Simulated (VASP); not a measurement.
# Cr (Pm-3n) in VASP: single point with LDA

Aim: the single point of Cr with LDA.

All numbers are computed with VASP 6.6.1; they aren't measurements. Logs are shortened: lines on timing, memory, paths and dates and some standing lists are left out, and cuts for length are marked.

## (1) The cell of the first run

The structure is cubic, space group Pm-3n (No. 223). Conventional cell: a = 4.447 Å, b = 4.447 Å, c = 4.447 Å, α = 90.00°, β = 90.00°, γ = 90.00°. Cr (site symmetry m-3) has 12 Cr at 2.49 Å within 3.3 Å. Cr (site symmetry -4m2) has 14 Cr at 2.22 to 2.72 Å within 2.9 Å.

## (2) Single point, LDA, collinear spin, ferromagnetic start

Input file INCAR:

```
SYSTEM = Cr
PREC = Accurate ; ENCUT = 520
EDIFF = 1E-6 ; ISMEAR = -1
SIGMA = 0.05 ; LREAL = .FALSE.
LASPH = .TRUE. ; NELM = 150
ALGO = Normal ; ISIF = 2
LWAVE = .FALSE. ; LCHARG = .FALSE.
ISPIN = 2 ; MAGMOM = 1.5 1.5 1.5 1.5 1.5 1.5 1.5 1.5
LORBIT = 11 ; LMAXMIX = 4
GGA = CA ; NBANDS = 62
```

Input file KPOINTS:

```
Automatic mesh
0
G
  8 8 8
  0 0 0
```

Input file POSCAR:

```
Cr
1.0
    4.4472083504      0.0000000000      0.0000000000
    0.0000000000      4.4472083504      0.0000000000
    0.0000000000      0.0000000000      4.4472083504
Cr
8
Direct
    1.0000000000      1.0000000000      0.0000000000
    0.5000000000      0.5000000000      0.5000000000
    0.2500000000      1.0000000000      0.5000000000
    0.7500000000      1.0000000000      0.5000000000
    0.5000000000      0.2500000000      0.0000000000
    0.5000000000      0.7500000000      1.0000000000
    0.0000000000      0.5000000000      0.2500000000
    0.0000000000      0.5000000000      0.7500000000
```

Potentials or basis: VASP PAW LDA potentials, release 64 (Cr_pv).

Run with:

```bash
> cat potpaw_LDA.64/Cr_pv/POTCAR > POTCAR
> mpirun -np 1 vasp_std > vasp.out
```

OUTCAR:

```text
SYSTEM = Cr
   PREC = Accurate
   ENCUT = 520
   EDIFF = 1E-6
   ISMEAR = -1
   LREAL = .FALSE.
   LASPH = .TRUE.
   NELM = 150
   ISIF = 2
   ISPIN = 2
   LORBIT = 11
   GGA = CA

 ion  position               nearest neighbor table
   1  0.000  0.000  0.000-   3 2.49   4 2.49   5 2.49   6 2.49   7 2.49   8 2.49   3 2.49   4 2.49
                             7 2.49   8 2.49   5 2.49   6 2.49
   2  0.500  0.500  0.500-   3 2.49   4 2.49   5 2.49   6 2.49   7 2.49   8 2.49   5 2.49   6 2.49
                             3 2.49   4 2.49   7 2.49   8 2.49
   3  0.250  0.000  0.500-   4 2.22   4 2.22   1 2.49   1 2.49   2 2.49   2 2.49   8 2.72   5 2.72
                             5 2.72   6 2.72   6 2.72   7 2.72   8 2.72   7 2.72
   4  0.750  0.000  0.500-   3 2.22   3 2.22   1 2.49   1 2.49   2 2.49   2 2.49   8 2.72   5 2.72
                             5 2.72   6 2.72   6 2.72   7 2.72   8 2.72   7 2.72
   5  0.500  0.250  0.000-   6 2.22   6 2.22   1 2.49   2 2.49   2 2.49   1 2.49   8 2.72   4 2.72
                             3 2.72   4 2.72   3 2.72   7 2.72   7 2.72   8 2.72
   6  0.500  0.750  0.000-   5 2.22   5 2.22   1 2.49   2 2.49   2 2.49   1 2.49   8 2.72   4 2.72
                             3 2.72   4 2.72   3 2.72   7 2.72   7 2.72   8 2.72
   7  0.000  0.500  0.250-   8 2.22   8 2.22   1 2.49   2 2.49   1 2.49   2 2.49   3 2.72   4 2.72
                             5 2.72   3 2.72   4 2.72   6 2.72   5 2.72   6 2.72
   8  0.000  0.500  0.750-   7 2.22   7 2.22   1 2.49   2 2.49   1 2.49   2 2.49   3 2.72   4 2.72
                             5 2.72   3 2.72   4 2.72   6 2.72   5 2.72   6 2.72

  LATTYP: Found a simple cubic cell.
 ALAT       =     4.4472083504

  Lattice vectors:

 A1 = (   4.4472083504,   0.0000000000,   0.0000000000)
 A2 = (   0.0000000000,   4.4472083504,   0.0000000000)
 A3 = (   0.0000000000,   0.0000000000,   4.4472083504)

Analysis of symmetry for initial positions (statically):
=====================================================================
 Subroutine PRICEL returns:
 Original cell was already a primitive cell.

 Routine SETGRP: Setting up the symmetry group for a
 simple cubic supercell.

 Subroutine GETGRP returns: Found 48 space group operations
 (whereof 24 operations were pure point group operations)
 out of a pool of 48 trial point group operations.

The static configuration has the point symmetry T_h .
 The point group associated with its full space group is O_h .

Analysis of symmetry for dynamics (positions and initial velocities):
=====================================================================
 Subroutine PRICEL returns:
 Original cell was already a primitive cell.

 Routine SETGRP: Setting up the symmetry group for a
 simple cubic supercell.

 Subroutine GETGRP returns: Found 48 space group operations
 (whereof 24 operations were pure point group operations)
 out of a pool of 48 trial point group operations.

The dynamic configuration has the point symmetry T_h .
 The point group associated with its full space group is O_h .

[... 179 lines left out ...]
 fundamental gap:      0.0093835901
 Fermi energy:        11.3338800370

 spin component 1

 k-point     1 :       0.0000    0.0000    0.0000
  band No.  band energies     occupation
      1     -32.0954      1.00000
      2     -32.0954      1.00000
      3     -31.9554      1.00000
      4     -31.7147      1.00000
      5     -31.7147      1.00000
      6     -31.7147      1.00000
[... 1501 lines left out ...]
     59      13.0703      0.00000
     60      13.3610      0.00000

 [... further k-points ...]

 spin component 2

 k-point     1 :       0.0000    0.0000    0.0000
  band No.  band energies     occupation
      1     -32.0954      1.00000
      2     -32.0954      1.00000
      3     -31.9554      1.00000
      4     -31.7147      1.00000
      5     -31.7147      1.00000
      6     -31.7147      1.00000
[... 1501 lines left out ...]
     59      13.0703      0.00000
     60      13.3610      0.00000

 [... further k-points ...]

 [bands above 60 left out]

------------------------ aborting loop because EDIFF is reached ----------------------------------------

  FORCE on cell =-STRESS in cart. coord.  units (eV):
  Direction    XX          YY          ZZ          XY          YZ          ZX
  --------------------------------------------------------------------------------------
  -------------------------------------------------------------------------------------
  Total        0.0174112      0.0174112      0.0174112     -0.0000000      0.0000000      0.0000000
  in kB        0.3171587      0.3171587      0.3171587     -0.0000000      0.0000000      0.0000000
  external PRESSURE =       0.3171587 kB  Pullay stress =       0.0000000 kB

 VOLUME and BASIS-vectors are now :
 -----------------------------------------------------------------------------
  energy-cutoff  :      520.00
  volume of cell :       87.96
      direct lattice vectors                 reciprocal lattice vectors
     4.447208350  0.000000000  0.000000000     0.224860164  0.000000000  0.000000000
     0.000000000  4.447208350  0.000000000     0.000000000  0.224860164  0.000000000
     0.000000000  0.000000000  4.447208350     0.000000000  0.000000000  0.224860164

 POSITION                                       TOTAL-FORCE (eV/Angst)
 -----------------------------------------------------------------------------------
      0.00000      0.00000      0.00000        -0.000000     -0.000000      0.000000
      2.22360      2.22360      2.22360        -0.000000     -0.000000      0.000000
      1.11180      0.00000      2.22360         0.000000      0.000000      0.000000
      3.33541      0.00000      2.22360        -0.000000     -0.000000     -0.000000
      2.22360      1.11180      0.00000         0.000000     -0.000000     -0.000000
      2.22360      3.33541      0.00000         0.000000      0.000000     -0.000000
      0.00000      2.22360      1.11180        -0.000000      0.000000      0.000000
      0.00000      2.22360      3.33541         0.000000     -0.000000     -0.000000
 -----------------------------------------------------------------------------------
    total drift:                                0.000000      0.000000     -0.000000

  FREE ENERGIE OF THE ION-ELECTRON SYSTEM (eV)
  ---------------------------------------------------
  free  energy   TOTEN  =       -84.5079954531 eV

  energy  without entropy=      -84.4731526773  energy(sigma->0) =      -84.49057407

 total charge

# of ion       s       p       d       tot
------------------------------------------
    1        0.464   6.453   4.306  11.223
    2        0.464   6.453   4.306  11.223
    3        0.447   6.428   4.316  11.191
    4        0.447   6.428   4.316  11.191
    5        0.447   6.428   4.316  11.191
    6        0.447   6.428   4.316  11.191
    7        0.447   6.428   4.316  11.191
    8        0.447   6.428   4.316  11.191
--------------------------------------------------
tot          3.608  51.477  34.507  89.592

 magnetization (x)

# of ion       s       p       d       tot
------------------------------------------
    1       -0.000  -0.000   0.000   0.000
    2       -0.000  -0.000   0.000   0.000
    3       -0.000   0.000   0.000   0.000
    4       -0.000   0.000   0.000   0.000
    5       -0.000   0.000   0.000   0.000
    6       -0.000   0.000   0.000   0.000
    7       -0.000   0.000   0.000   0.000
    8       -0.000   0.000   0.000   0.000
--------------------------------------------------
tot         -0.000  -0.000   0.000   0.000
```

Run time: 9.2 min. Hardware: 1 thread of Oxide Virtual Turin-like, shared host; peak memory 0.31 GiB.

Results:

```yaml
Free_energy: -84.5080 eV
Pressure: 0.0 GPa
Band_gap_on_the_k_mesh: zero (filled and empty bands overlap)
Net_moment: 0.00 μB per cell
Valence_electrons_inside_the_program's_atomic_spheres: Cr 11.22, 11.19 (each value once)
```
